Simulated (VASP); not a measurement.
Write the native input for VASP 6.6.1 that does the following.

- Task: single point
- Functional: r2SCAN
- Potentials or basis: VASP PAW PBE potentials, release 64 (Mo_sv)
- Cutoff: 550 eV
- k mesh: 24 × 24 × 12
- Occupations: gaussian, width 0.1 eV
- Spin: no spin polarisation
- Dipole correction: no
- Further INCAR settings: ALGO = Normal; EDIFF = 1e-06; NBANDS = 21

Mo:

```xyz
2
Lattice="2.7365 0.0000 0.0000 -1.3683 2.3699 0.0000 0.0000 0.0000 4.9263" Properties=species:S:1:pos:R:3 pbc="T T T"
Mo    0.0000    1.5799    1.2316
Mo    1.3683    0.7900    3.6947
```

This isn't the form of Mo at room conditions, which is bcc.

These files were run (other wordings do the same):

POSCAR

```
Mo
1.0
    2.7365320441      0.0000000000      0.0000000000
   -1.3682660220      2.3699062685      0.0000000000
    0.0000000000      0.0000000000      4.9263203975
Mo
2
Direct
    0.3333333333      0.6666666667      0.2500000000
    0.6666666667      0.3333333333      0.7500000000
```

INCAR.step1

```
  PREC = Accurate
  ENCUT = 550
  ISMEAR = 0
  SIGMA = 0.1
  LREAL = False
  LASPH = True
  NELM = 120
  NBANDS = 21
  GGA = PE
  ALGO = Normal
  EDIFF = 1E-5
  LWAVE = True
  LCHARG = False
  GGA_COMPAT = False
```

INCAR.step2

```
  PREC = Accurate
  ENCUT = 550
  EDIFF = 1E-6
  ISMEAR = 0
  SIGMA = 0.1
  LREAL = False
  LASPH = True
  NELM = 120
  ALGO = Normal
  ISIF = 2
  LWAVE = False
  LCHARG = False
  METAGGA = R2SCAN
  LMIXTAU = True
  NBANDS = 21
  ISTART = 1
  GGA_COMPAT = False
```

KPOINTS

```
Automatic mesh
0
Gamma
  24 24 12
```

Potentials or basis: VASP PAW PBE potentials, release 64 (Mo_sv).

Run with:

```console
$ cat potpaw_PBE.64/Mo_sv/POTCAR > POTCAR
$ cp INCAR.step1 INCAR
$ mpirun -np 1 vasp_std > vasp.out
$ cp INCAR.step2 INCAR
$ mpirun -np 1 vasp_std > vasp.out
```

Results of the run:

```
Pressure               : 1.0 GPa
Band gap on the k mesh : zero (bands 14 and 15 overlap by 2.06 eV)
```

Caveat: the PAW data sets were made with another functional, which shifts forces and pressure a little.

Wall time 20 min on 1 thread of Intel Xeon 8259CL, with other jobs on the host, peak memory 0.36 GiB.
